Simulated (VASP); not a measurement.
The system is Al.

```
CELL_PARAMETERS angstrom
0.00000 2.02481 2.02481
2.02481 0.00000 2.02481
2.02481 2.02481 0.00000
ATOMIC_POSITIONS crystal
Al 0.00000 0.00000 0.00000
```

Program: VASP 6.6.1. Alike in all runs: task single point; no spin polarisation; cell as given; k mesh 14 × 14 × 14; cutoff (eV) 500; smearing methfessel-paxton 0.05 eV.

Problem. Order these runs on this cell by their pressure, lowest first.
A. level LDA; potentials or basis VASP PAW LDA potentials, release 64 (Al)
B. level PBEsol; potentials or basis VASP PAW PBE potentials, release 64 (Al)
C. level revPBE; potentials or basis VASP PAW PBE potentials, release 64 (Al)

Solution. A (-4.0 GPa), B (-2.2 GPa), C (0.2 GPa).

Caveats: the PAW data sets were made with another functional, which shifts forces and pressure a little (at least some runs); the cell stands under tension (at least some runs).
